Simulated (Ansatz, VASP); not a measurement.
**One calculation of HfO2, two programs**

File INCAR:

```
AGGAC = 1.0
AGGAX = 1.0
ALDAC = 0.0
ALDAX = 1.0
ALGO = Normal
EDIFF = 1E-6
ENCUT = 600
GGA = B5
GGA_COMPAT = F
ISIF = 2
ISMEAR = 0
LASPH = T
LCHARG = T
LELF = T
LREAL = F
LVHAR = T
LWAVE = F
NBANDS = 18
NELM = 120
PREC = Accurate
SIGMA = 0.05
```

File KPOINTS:

```
k-points
0
Gamma
  8 8 8
```

The input POSCAR:

```
HfO2
1.0
    0.0000000000      2.5800247395      2.5800247395
    2.5800247395      0.0000000000      2.5800247395
    2.5800247395      2.5800247395      0.0000000000
Hf O
1 2
Direct
    0.0000000000      0.0000000000      0.0000000000
    0.2500000000      0.2500000000      0.2500000000
    0.7500000000      0.7500000000      0.7500000000
```

Input for Ansatz:

```yaml
crystal:
  lattice:
    - [0.0, 2.5800247395, 2.5800247395]
    - [2.5800247395, 0.0, 2.5800247395]
    - [2.5800247395, 2.5800247395, 0.0]
  atoms:
    - { symbol: Hf, position: [0.0, 0.0, 0.0] }
    - { symbol: O, position: [0.25, 0.25, 0.25] }
    - { symbol: O, position: [0.75, 0.75, 0.75] }
basis:
  ecutwfc: 420
  ecutrho_ratio: 4
kpoints:
  mp_grid: { grid: [8, 8, 8] }
hamiltonian:
  xc: blyp
scf:
  occupations: { method: gaussian, width: 0.05 }
output:
  forces: true
  stress: true
  eigenvalues: true
```

Alike in both runs: task single point; functional BLYP; k mesh 8 × 8 × 8; occupations gaussian, width 0.05 eV; no spin polarisation.

```csv
,VASP,Ansatz
version,VASP 6.6.1,Ansatz 0.2.0
potentials or method,"VASP PAW PBE potentials, release 64 (Hf_pv, O), cutoff 600 eV","scalar-relativistic, plane waves, PAW"
valence electrons in the cell,22,38
```

VASP gave:

```
gap on the k mesh at the Fermi level (eV) : 3.73
least direct gap on the mesh (eV)         : 3.73
pressure (GPa)                            : -5.1
```

Task: Estimate Ansatz's values.

Result: gap on the k mesh at the Fermi level (eV): 3.72; least direct gap on the mesh (eV): 3.72; pressure (GPa): -2.2.

VASP's potentials were made for PBE, not for BLYP. VASP's potentials hold 22 valence electrons a cell and Ansatz's 38, so a difference there can come from the potentials and not from the codes.

Spin-orbit coupling is off throughout.
